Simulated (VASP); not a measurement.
# Cu4O5 in VASP: single point with PBE

Aim: the single point of Cu4O5 with PBE.

Program: VASP 6.6.1. These are calculated values, not measurements. Logs are shortened: lines on timing, memory, paths and dates and some standing lists are left out, and cuts for length are marked.

## (1) The cell of the first run

The cell holds a slab with vacuum, 9 atoms: a = 2.949 Å, b = 2.949 Å, c = 27.303 Å, α = 90.00°, β = 90.00°, γ = 90.16°.

## (2) Single point, PBE

INCAR reads:

```
SYSTEM = Cu4O5
PREC = Accurate ; ENCUT = 520
EDIFF = 1E-6 ; ISMEAR = 0
SIGMA = 0.1 ; LREAL = .FALSE.
LASPH = .TRUE. ; NELM = 60
ALGO = Normal ; ISIF = 2
LWAVE = .FALSE. ; LCHARG = .TRUE.
LDIPOL = .TRUE. ; IDIPOL = 3
DIPOL = 0.5 0.5 0.499 ; GGA = PE
LELF = .TRUE. ; LVHAR = .TRUE.
LVACPOTAV = .TRUE. ; NBANDS = 47
```

KPOINTS reads:

```
regular mesh
0
G
  10 10 1
  0 0 0
```

POSCAR reads:

```
Cu4O5
1.0
    2.9487032640      0.0000000000      0.0000000000
   -0.0081921837      2.9486918841      0.0000000000
    0.0000000000      0.0000000000     27.3025242337
O Cu
5 4
Direct
    0.5000000000      0.5000000000      0.3113265252
    0.5000000000      0.5000000000      0.4056632626
    0.5000000000      0.5000000000      0.4999182362
    0.5000000000      0.5000000000      0.5939712802
    0.5000000000      0.5000000000      0.6817773823
    0.5000000000      0.0000000000      0.3584948939
    0.0000000000      0.5000000000      0.4528316313
    0.5000000000      0.0000000000      0.5468822557
    0.0000000000      0.5000000000      0.6411374728
```

Potentials or basis: VASP PAW PBE potentials, release 64 (O, Cu).

On the command line:

```
cat potpaw_PBE.64/O/POTCAR potpaw_PBE.64/Cu/POTCAR > POTCAR
mpirun -np 1 vasp_std > vasp.out
```

OUTCAR:

```text
SYSTEM = Cu4O5
   PREC = Accurate
   ENCUT = 520
   EDIFF = 1E-6
   ISMEAR = 0
   LREAL = .FALSE.
   LASPH = .TRUE.
   NELM = 60
   ISIF = 2
   GGA = PE

 ion  position               nearest neighbor table
   1  0.500  0.500  0.311-   6 1.96   6 1.96
   2  0.500  0.500  0.406-   7 1.96   7 1.96   6 1.96   6 1.96
   3  0.500  0.500  0.500-   8 1.95   8 1.95   7 1.96   7 1.96
   4  0.500  0.500  0.594-   8 1.96   8 1.96   9 1.96   9 1.96
   5  0.500  0.500  0.682-   9 1.85   9 1.85
   6  0.500  0.000  0.358-   1 1.96   2 1.96   1 1.96   2 1.96
   7  0.000  0.500  0.453-   3 1.96   3 1.96   2 1.96   2 1.96
   8  0.500  0.000  0.547-   3 1.95   3 1.95   4 1.96   4 1.96
   9  0.000  0.500  0.641-   5 1.85   5 1.85   4 1.96   4 1.96

  LATTYP: Found a base centered orthorhombic cell.
 ALAT       =     4.1642993697
 B/A-ratio  =     1.0027821027
 C/A-ratio  =     6.5563308037

  Lattice vectors:

 A1 = (   2.9487032640,   0.0000000000,   0.0000000000)
 A2 = (  -0.0081921837,   2.9486918841,   0.0000000000)
 A3 = (   0.0000000000,   0.0000000000,  27.3025242337)

Analysis of symmetry for initial positions (statically):
=====================================================================
 Subroutine PRICEL returns:
 Original cell was already a primitive cell.

 Routine SETGRP: Setting up the symmetry group for a
 base centered orthorhombic supercell.

 Subroutine GETGRP returns: Found  2 space group operations
 (whereof  2 operations were pure point group operations)
 out of a pool of  8 trial point group operations.

The static configuration has the point symmetry C_2 .

Analysis of symmetry for dynamics (positions and initial velocities):
=====================================================================
 Subroutine PRICEL returns:
 Original cell was already a primitive cell.

 Routine SETGRP: Setting up the symmetry group for a
 base centered orthorhombic supercell.

 Subroutine GETGRP returns: Found  2 space group operations
 (whereof  2 operations were pure point group operations)
 out of a pool of  8 trial point group operations.

The dynamic configuration has the point symmetry C_2 .

 Subroutine INISYM returns: Found  2 space group operations
 (whereof  2 operations are pure point group operations),
 and found     1 'primitive' translations

----------------------------------------------------------------------------------------

                                     Primitive cell

  volume of cell :     237.3905

  direct lattice vectors                    reciprocal lattice vectors
     2.948703264  0.000000000  0.000000000     0.339132124  0.000942192  0.000000000
[... 117 lines left out ...]
   IALGO  =     38    algorithm
   IMIX   =      4    mixing-type and parameters
     AMIX     =   0.40;   BMIX     =  1.00
     AMIX_MAG =   1.60;   BMIX_MAG =  1.00
  volume/ion in A,a.u.               =      26.38       178.00
  Fermi-wavevector in a.u.,A,eV,Ry     =   1.110020  2.097635 16.764356  1.232145
  Thomas-Fermi vector in A             =   2.246567
   LORBIT       =      0    0 simple, 1 ext, 2 COOP (PROOUT), +10 PAW based schemes
   GGA     = PE    functional components
   LHFCALC =     F    Hartree Fock is set to
   AEXX    =    0.0000 exact exchange contribution
   IVDW    =     0    specifies the selected vdW correction
   LEPSILON=     F    determine dielectric tensor
   LRPA    =     F    only Hartree local field effects (RPA)
 non-spin polarized calculation
 Gauss-broadening in eV      SIGMA  =   0.10
  energy-cutoff  :      520.00
  volume of cell :      237.39
 maximum number of plane-waves:      6469
 NGX is ok and might be reduce to    24
   NGX = 11   NGY = 11   NGZ =101

 dipolmoment           0.000000      0.000000      0.671875 electrons x Angstroem

 number of electron      74.0000007 magnetization

 dipolmoment           0.000000      0.000000     -0.010839 electrons x Angstroem

 Free energy of the ion-electron system (eV)
  ---------------------------------------------------
  ext. energy  EPLUGINS =         0.00000000
  ---------------------------------------------------
  free energy    TOTEN  =       -42.58176365 eV

  energy without entropy =      -42.55101372  energy(sigma->0) =      -42.56638868

 E-fermi :  -3.2548     XC(G=0):  -5.1700

 val. band max:       -3.2591411751   @ k =   0.5000   0.1000   0.0000
 cond. band min:      -3.2445653000   @ k =   0.1000   0.3000   0.0000
 fundamental gap:      0.0145758750
 Fermi energy:        -3.2548129150

 k-point     1 :       0.0000    0.0000    0.0000
  band No.  band energies     occupation
      1     -22.8162      2.00000
      2     -22.4414      2.00000
      3     -21.9221      2.00000
      4     -20.4261      2.00000
      5     -20.0409      2.00000
      6     -10.7471      2.00000
[... 1189 lines left out ...]
     46       6.2796      0.00000
     47       6.4727      0.00000

 [... further k-points ...]

------------------------ aborting loop because EDIFF is reached ----------------------------------------

  FORCE on cell =-STRESS in cart. coord.  units (eV):
  Direction    XX          YY          ZZ          XY          YZ          ZX
  --------------------------------------------------------------------------------------
  -------------------------------------------------------------------------------------
  Total       -2.1311367     -3.4931833     -2.5798985      0.0202789      0.0000000      0.0000000
  in kB      -14.3833028    -23.5759222    -17.4120511      0.1368651      0.0000000      0.0000000
  external PRESSURE =     -18.4570921 kB  Pullay stress =       0.0000000 kB

 VOLUME and BASIS-vectors are now :
 -----------------------------------------------------------------------------
  energy-cutoff  :      520.00
  volume of cell :      237.39
      direct lattice vectors                 reciprocal lattice vectors
     2.948703264  0.000000000  0.000000000     0.339132124  0.000942192  0.000000000
    -0.008192184  2.948691884  0.000000000     0.000000000  0.339133432  0.000000000
     0.000000000  0.000000000 27.302524234     0.000000000  0.000000000  0.036626650

 POSITION                                       TOTAL-FORCE (eV/Angst)
 -----------------------------------------------------------------------------------
      1.47026      1.47435      8.50000        -0.000000      0.000000      2.077411
      1.47026      1.47435     11.07563        -0.000000      0.000000     -0.225896
      1.47026      1.47435     13.64903        -0.000000      0.000000     -0.001132
      1.47026      1.47435     16.21692         0.000000      0.000000      0.004124
      1.47026      1.47435     18.61424         0.000000      0.000000      0.118886
      1.47435      0.00000      9.78782        -0.000000      0.000000     -1.884766
     -0.00410      1.47435     12.36345         0.000000      0.000000     -0.027555
      1.47435      0.00000     14.93127        -0.000000      0.000000      0.002957
     -0.00410      1.47435     17.50467         0.000000      0.000000     -0.064030
 -----------------------------------------------------------------------------------
    total drift:                                0.000000     -0.000000     -0.001742

  FREE ENERGIE OF THE ION-ELECTRON SYSTEM (eV)
  ---------------------------------------------------
  free  energy   TOTEN  =       -42.5817636453 eV

  energy  without entropy=      -42.5510137162  energy(sigma->0) =      -42.56638868

 vacuum level on the upper side and lower side of the slab         5.042         5.269
```

OSZICAR:

```text
N       E                     dE             d eps       ncg     rms          rms(c)
DAV:   1     0.904334826691E+03    0.90433E+03   -0.31989E+04  4888   0.174E+03
DAV:   2     0.154300926627E+03   -0.75003E+03   -0.68880E+03  5361   0.434E+02
DAV:   3    -0.426540207390E+02   -0.19695E+03   -0.18808E+03  7632   0.243E+02
[... 25 lines left out ...]
DAV:  29    -0.425817426823E+02   -0.17256E-04   -0.20881E-06  3893   0.124E-02    0.404E-03
DAV:  30    -0.425817538430E+02   -0.11161E-04   -0.86029E-07  3654   0.129E-02    0.513E-03
DAV:  31    -0.425817617429E+02   -0.78999E-05   -0.71961E-07  3746   0.132E-02    0.413E-03
DAV:  32    -0.425817632195E+02   -0.14766E-05   -0.28353E-07  3368   0.636E-03    0.315E-03
DAV:  33    -0.425817636453E+02   -0.42585E-06   -0.22859E-07  3417   0.359E-03
   1 F= -.42581764E+02 E0= -.42566389E+02  d E =-.307499E-01
```

stdout:

```text
POSCAR found type information on POSCAR O Cu
 POSCAR found :  2 types and       9 ions
 scaLAPACK will be used
 LDA part: xc-table for (Slater+PW92), standard interpolation
 POSCAR, INCAR and KPOINTS ok, starting setup
 FFT: planning ... GRIDC
 FFT: planning ... GRID_SOFT
 FFT: planning ... GRID
 WAVECAR not read
 entering main loop
 -----------------------------------------------------------------------------
|                                                                             |
|           W    W    AA    RRRRR   N    N  II  N    N   GGGG   !!!           |
|           W    W   A  A   R    R  NN   N  II  NN   N  G    G  !!!           |
|           W    W  A    A  R    R  N N  N  II  N N  N  G       !!!           |
|           W WW W  AAAAAA  RRRRR   N  N N  II  N  N N  G  GGG   !            |
|           WW  WW  A    A  R   R   N   NN  II  N   NN  G    G                |
|           W    W  A    A  R    R  N    N  II  N    N   GGGG   !!!           |
|                                                                             |
|     Did not find any points to average over, which means that no vacuum     |
|     field-free region was found. Please increase the size of  your cell     |
|     in the dimension of the dipole correction to obtain accurate            |
|     workfunction values.                                                    |
|                                                                             |
 -----------------------------------------------------------------------------
```

It took 33 min on 1 thread of Intel Xeon 8259CL, shared host; peak memory 0.63 GiB.

What came out:

* Free energy: -42.5818 eV
* Largest force: 2.077 eV/Å
* Band gap on the k mesh: zero (bands 37 and 38 overlap by 0.96 eV)

Forces in eV/Å, atoms in the order of the input:
```
O    0.000  0.000  2.077
O    0.000  0.000 -0.226
O    0.000  0.000 -0.001
O    0.000  0.000  0.004
O    0.000  0.000  0.119
Cu   0.000  0.000 -1.885
Cu   0.000  0.000 -0.028
Cu   0.000  0.000  0.003
Cu   0.000  0.000 -0.064
```

Caveat: semilocal functionals often make such compounds metallic where correlation or magnetic order opens a gap, which also shifts bond lengths. With open d or f shells a metallic result of PBE can be an artefact of self-interaction; +U or a hybrid may open a gap.
